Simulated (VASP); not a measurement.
The system is Se.

```xyz
2
Lattice="3.1000 0.0000 0.0000 -1.5500 2.6847 0.0000 0.0000 0.0000 5.0623" Properties=species:S:1:pos:R:3 pbc="T T T"
Se    0.0000    1.7898    1.2656
Se    1.5500    0.8949    3.7967
```

This isn't the form of Se at room conditions, which is trigonal, of chains.

- Program: VASP 6.6.1
- Task: relaxation of cell and atoms
- Functional: PBE
- Potentials or basis: VASP PAW PBE potentials, release 64 (Se)
- Cutoff: 600 eV
- k mesh: 10 × 10 × 5
- Occupations: gaussian, width 0.05 eV
- Spin: no spin polarisation

At the start: pressure -1.9 GPa; volume 21.07 Å³/atom.

How do energy, volume and symmetry change on relaxing?

Over 21 steps the energy falls by 369.7 meV/atom and the volume is 22.37 Å³/atom (+6.2 %); space group P6_3/mmc (No. 194, to 0.1 Å) before and after.

Step by step:
```csv
step,energy change (eV),largest force (eV/Å),pressure (GPa),volume (Å³)
1,0.0000,0.0000,-1.88,42.13
2,-0.0995,0.0000,0.37,40.60
3,-0.2485,0.0000,16.08,35.66
4,-0.2530,0.0000,8.33,37.49
5,-0.2671,0.0000,12.13,36.50
6,-0.2876,0.0000,12.56,36.47
7,-0.3424,0.0000,14.23,36.34
8,-0.3449,0.0000,18.68,35.95
9,-0.3743,0.0000,16.79,36.12
10,-0.4419,0.0000,14.68,36.81
11,-0.5901,0.0000,9.49,38.91
12,-0.7283,0.0000,2.47,43.22
13,-0.7351,0.0000,1.02,44.47
14,-0.7352,0.0000,0.81,44.68
15,-0.7352,0.0000,0.64,44.86
16,-0.7364,0.0000,0.47,44.88
17,-0.7387,0.0000,-0.06,44.95
18,-0.7365,0.0000,-0.94,45.08
19,-0.7390,0.0000,-0.31,44.98
20,-0.7392,0.0000,-0.22,44.87
21,-0.7394,0.0000,-0.09,44.73
```

Final structure:
```
Se
1.0
     3.65989    0.00000    0.00000
    -1.82994    3.16956    0.00000
     0.00000    0.00000    3.85611
Se
2
Direct
  0.33333 0.66667 0.25000
  0.66667 0.33333 0.75000
```

Caveat: a cell axis changed by over 15 % at a fixed basis, so the end point is rough.
